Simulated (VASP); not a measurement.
Here is a VASP 6.6.1 calculation.

File INCAR:

```
SYSTEM = Si
ALGO = Normal
EDIFF = 1E-6
ENCUT = 400
GGA = PS
GGA_COMPAT = .FALSE.
ISIF = 2
ISMEAR = -1
ISPIN = 2
ISYM = -1
LASPH = .TRUE.
LCHARG = .FALSE.
LORBIT = 11
LREAL = Auto
LWAVE = .FALSE.
MAGMOM = 0 0 0 0 0 0 0 0.333 0 0 0 0 0 0 0 0.333 0 0 0 0 0 0 0 0 0 0.333 0 0 0 0 0 0 0 0 0 0 0 0 0 0 0 0 0.333 0 0 0 0 0 0 0 0 0 0 0 0 0 0 0 0 0 0.333 0 0 0 0.333
NBANDS = 172
NELECT = 262.0
NELM = 200
PREC = Accurate
SIGMA = 0.05
```

The input KPOINTS:

```
explicit points
1
Reciprocal
  0.25000000   0.25000000   0.25000000 1
```

POSCAR

```
Si
1.0
   10.8655790000      0.0000000000      0.0000000000
    0.0000000000     10.8655790000      0.0000000000
    0.0000000000      0.0000000000     10.8655790000
Si
65
Direct
    0.9996760000      0.0002580000      0.0031450000
    0.9998060000      0.0003670000      0.4985930000
    0.0001450000      0.5011530000      0.9984710000
    0.9992320000      0.4994810000      0.5012310000
    0.5005090000      0.0008060000      0.9981850000
    0.4988530000      0.9999120000      0.5011660000
    0.5001510000      0.5007720000      0.0018610000
    0.4150640000      0.4150330000      0.4368940000
    0.1251870000      0.1258260000      0.1286110000
    0.1205500000      0.1211550000      0.6296310000
    0.1239590000      0.6271540000      0.1239210000
    0.1239400000      0.6240400000      0.6276130000
    0.6267120000      0.1243980000      0.1235820000
    0.6234340000      0.1245340000      0.6276250000
    0.6255230000      0.6262490000      0.1273140000
    0.6275660000      0.6281100000      0.6305660000
    0.2493280000      0.2499510000      0.0028270000
    0.2448140000      0.2454470000      0.5106500000
    0.2503290000      0.7519700000      0.0040390000
    0.2475330000      0.7496820000      0.5037130000
    0.7514790000      0.2510230000      0.0040560000
    0.7490580000      0.2480940000      0.5036920000
    0.7487550000      0.7493230000      0.0009480000
    0.7535090000      0.7541840000      0.5065860000
    0.3758970000      0.3763740000      0.1261090000
    0.3698160000      0.3703420000      0.6372180000
    0.3769070000      0.8812640000      0.1249830000
    0.3744170000      0.8754410000      0.6262200000
    0.8804110000      0.3776790000      0.1253240000
    0.8748770000      0.3749190000      0.6262550000
    0.8742930000      0.8748620000      0.1265530000
    0.8783110000      0.8788700000      0.6269220000
    0.2517250000      0.0022330000      0.2526180000
    0.2485680000      0.9985610000      0.7523940000
    0.2484910000      0.4993860000      0.2501780000
    0.2476820000      0.5002250000      0.7546240000
    0.7487200000      0.0001580000      0.2500920000
    0.7498340000      0.0004340000      0.7520060000
    0.7527050000      0.5012010000      0.2496520000
    0.7479160000      0.4971150000      0.7513080000
    0.3746310000      0.1290200000      0.3815310000
    0.3742240000      0.1252110000      0.8775340000
    0.3702930000      0.6303080000      0.3724790000
    0.3739580000      0.6261820000      0.8792640000
    0.8744550000      0.1266730000      0.3758040000
    0.8741870000      0.1260040000      0.8790400000
    0.8754370000      0.6270350000      0.3787280000
    0.8733480000      0.6253270000      0.8751180000
    0.0015740000      0.2523400000      0.2525820000
    0.9980490000      0.2491520000      0.7524010000
    0.9995980000      0.7493230000      0.2501290000
    0.9998500000      0.7503940000      0.7519940000
    0.4990560000      0.2487830000      0.2497570000
    0.4996980000      0.2483520000      0.7545930000
    0.5004190000      0.7537650000      0.2491440000
    0.4966410000      0.7484950000      0.7512840000
    0.1282070000      0.3751540000      0.3816730000
    0.1244730000      0.3748530000      0.8776560000
    0.1260770000      0.8750170000      0.3758510000
    0.1253470000      0.8747260000      0.8790200000
    0.6293040000      0.3705870000      0.3726790000
    0.6255710000      0.3745440000      0.8793260000
    0.6262850000      0.8760000000      0.3786480000
    0.6247620000      0.8738950000      0.8750610000
    0.5786880000      0.5798960000      0.4292520000
```

Potentials or basis: VASP PAW PBE potentials, release 64 (Si).

Run with:

```sh
$ cat potpaw_PBE.64/Si/POTCAR > POTCAR
$ mpirun -np 1 vasp_std > vasp.out
```

Problem. What does it give for the net moment?

Solution. 0.00 μB per cell.

Problem. What does it give for the largest force?

Solution. 0.108 eV/Å.

Forces in eV/Å, atoms in the order of the input:
```
Si   0.004  0.005 -0.008
Si   0.001  0.001 -0.012
Si   0.001  0.004 -0.006
Si   0.001  0.002 -0.007
Si   0.006  0.000 -0.004
Si   0.002  0.000 -0.008
Si   0.002  0.000 -0.010
Si   0.058  0.061 -0.068
Si  -0.005 -0.006  0.010
Si  -0.008 -0.011  0.020
Si   0.004 -0.009  0.011
Si   0.000  0.000  0.014
Si  -0.011  0.002  0.011
Si  -0.002  0.001  0.013
Si  -0.003 -0.004  0.009
Si   0.013  0.013  0.020
Si   0.002  0.002 -0.010
Si   0.006  0.007 -0.003
Si   0.009  0.005 -0.004
Si   0.002 -0.001 -0.009
Si   0.004  0.009 -0.006
Si   0.001  0.003 -0.008
Si   0.006  0.007 -0.013
Si   0.006  0.007  0.014
Si  -0.003 -0.002  0.007
Si  -0.020 -0.012  0.038
Si  -0.009 -0.003  0.001
Si  -0.001  0.000  0.013
Si  -0.005 -0.007  0.003
Si  -0.001 -0.002  0.011
Si   0.000 -0.002  0.008
Si  -0.002  0.001  0.008
Si   0.001  0.001  0.005
Si   0.000  0.009 -0.005
Si  -0.002 -0.003  0.003
Si   0.002  0.014 -0.005
Si   0.002  0.002  0.003
Si   0.007 -0.002 -0.006
Si  -0.008  0.012  0.011
Si   0.011 -0.003 -0.005
Si  -0.003 -0.007 -0.007
Si  -0.009 -0.001 -0.002
Si  -0.024  0.012  0.001
Si  -0.007 -0.005  0.002
Si   0.003 -0.009  0.006
Si   0.002 -0.005 -0.002
Si  -0.002 -0.002 -0.002
Si  -0.004 -0.006 -0.001
Si   0.002  0.002  0.006
Si   0.007  0.001 -0.004
Si   0.004  0.001  0.002
Si  -0.003  0.005 -0.006
Si  -0.006 -0.002  0.004
Si   0.015  0.000 -0.005
Si   0.013 -0.010  0.016
Si  -0.007  0.010 -0.007
Si  -0.008 -0.005 -0.010
Si   0.000 -0.008  0.001
Si  -0.008  0.002  0.004
Si  -0.004  0.002  0.000
Si   0.017 -0.014  0.003
Si  -0.005 -0.006  0.003
Si  -0.001 -0.002 -0.003
Si  -0.003 -0.004  0.002
Si  -0.040 -0.052 -0.040
```

Caveat: the cell carries a net charge on a neutralising background, which shifts energy and pressure; the PAW data sets were made with another functional, which shifts forces and pressure a little.
